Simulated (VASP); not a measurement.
Runs of VASP 6.6.1 on Ba2SnF6. The structure is that of space group Fm-3m (No. 225), or close to it. The cells are those of the table. 

| task | cell | k mesh | cutoff (eV) | smearing | gap on the mesh (eV) | pressure (GPa) | relaxed volume (Å³/atom) | largest force (eV/Å) |
| --- | --- | --- | --- | --- | --- | --- | --- | --- |
| relaxation of cell and atoms | relaxed from a = 6.151 Å, angles 60.0°, 9 atoms | 6 × 6 × 6 | 600 | gaussian 0.02 eV | 2.30 | 0.0 | (b) | 0.01 |
| relaxation of cell and atoms | relaxed from a = 6.017 Å, angles 60.0°, 9 atoms | 4 × 4 × 4 | 600 | gaussian 0.1 eV | 2.29 | 0.0 | 18.46 | - |
| single point | a = 6.157 Å, angles 60.0°, 9 atoms | 6 × 6 × 6, shifted | 520 | gaussian 0.02 eV | 2.35 | 0.2 | - | 0.01 |
| single point | a = 6.151 Å, angles 60.0°, 9 atoms | 4 × 4 × 4 | 520 | gaussian 0.1 eV | 2.28 | (a) | - | 0.01 |
| single point | a = 6.017 Å, angles 60.0°, 9 atoms | 4 × 4 × 4 | 520 | gaussian 0.1 eV | none | 18.4 | - | 3.93 |
| single point | a = 6.157 Å, angles 60.0°, 9 atoms | 6 × 6 × 6 | 520 | gaussian 0.02 eV | 2.29 | 0.2 | - | 0.01 |

Alike in all rows: level PBE; potentials or basis VASP PAW PBE potentials, release 64 (Ba_sv, Sn_d, F); no spin polarisation.

Question: Estimate the missing entries.

Answer: (a) 0.4; (b) 18.40.

Caveats: spin-orbit coupling is left out, which moves the levels of the heavy elements; forces of over 1 eV/Å act on the atoms, so gaps and moduli don't describe the material at rest (some runs).

A k mesh can miss the band edges, and the runs leave out spin-orbit coupling on Ba, Sn.

A gap of «none» marks levels without a gap at the run's occupations.
